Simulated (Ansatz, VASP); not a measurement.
**Mg in VASP and in Ansatz**

The input INCAR:

```
PREC     = Accurate       # precision mode
ENCUT    = 520            # plane-wave cutoff, eV
EDIFF    = 1E-7           # SCF threshold, eV
ISMEAR   = 0              # smearing method
SIGMA    = 0.15           # smearing width, eV
LREAL    = F              # projectors in reciprocal space
LASPH    = T              # aspherical terms in the spheres
NELM     = 80             # most SCF steps
ALGO     = Normal         # electronic algorithm
ISIF     = 2              # what is computed and relaxed
LWAVE    = F              # write WAVECAR
LCHARG   = F              # write CHGCAR
GGA      = CA             # functional
NBANDS   = 9              # bands
```

File KPOINTS:

```
regular mesh
0
Gamma
  18 18 10
```

The input POSCAR:

```
Mg
1.0
    2.9525298099      0.0000000000      0.0000000000
   -1.4762649049      2.5569658208      0.0000000000
    0.0000000000      0.0000000000      5.4187432000
Mg
2
Direct
    0.3333333333      0.6666666667      0.2500000000
    0.6666666667      0.3333333333      0.7500000000
```

Input for Ansatz:

```yaml
crystal:
  lattice:
    - [2.9525298099, 0.0, 0.0]
    - [-1.4762649049, 2.5569658208, 0.0]
    - [0.0, 0.0, 5.4187432]
  atoms:
    - { symbol: Mg, position: [0.3333333333, 0.6666666667, 0.25] }
    - { symbol: Mg, position: [0.6666666667, 0.3333333333, 0.75] }
basis:
  ecutwfc: 420
kpoints:
  mp_grid: { grid: [18, 18, 10] }
hamiltonian:
  xc: lda
scf:
  occupations: { method: gaussian, width: 0.15 }
output:
  forces: true
  stress: true
  eigenvalues: true
```

Change from the starting cell: strain -0.080 along x and y, +0.040 along z, atoms carried along.

Alike in both runs: task single point; functional LDA; k mesh 18 × 18 × 10; occupations gaussian, width 0.15 eV; no spin polarisation.

|  | VASP | Ansatz |
| --- | --- | --- |
| version | VASP 6.6.1 | Ansatz 0.2.0 |
| potentials or method | VASP PAW LDA potentials, release 64 (Mg), cutoff 520 eV | scalar-relativistic, plane waves, PAW |
| valence electrons in the cell | 4 | 20 |

```tsv
	VASP	Ansatz	Ansatz less VASP
gap on the k mesh at the Fermi level (eV)	none	none	-
pressure (GPa)	3.1	3.4	+0.32
traceless stress, the component that is largest in VASP (GPa)	-4.94	-4.89	+0.044
```

LDA's correlation is that of Perdew and Zunger in VASP and of Perdew and Wang (1992) in Ansatz. A gap of «none» marks a metal or a gap that the smearing closes. VASP's potentials hold 4 valence electrons a cell and Ansatz's 20, so a difference there can come from the potentials and not from the codes.
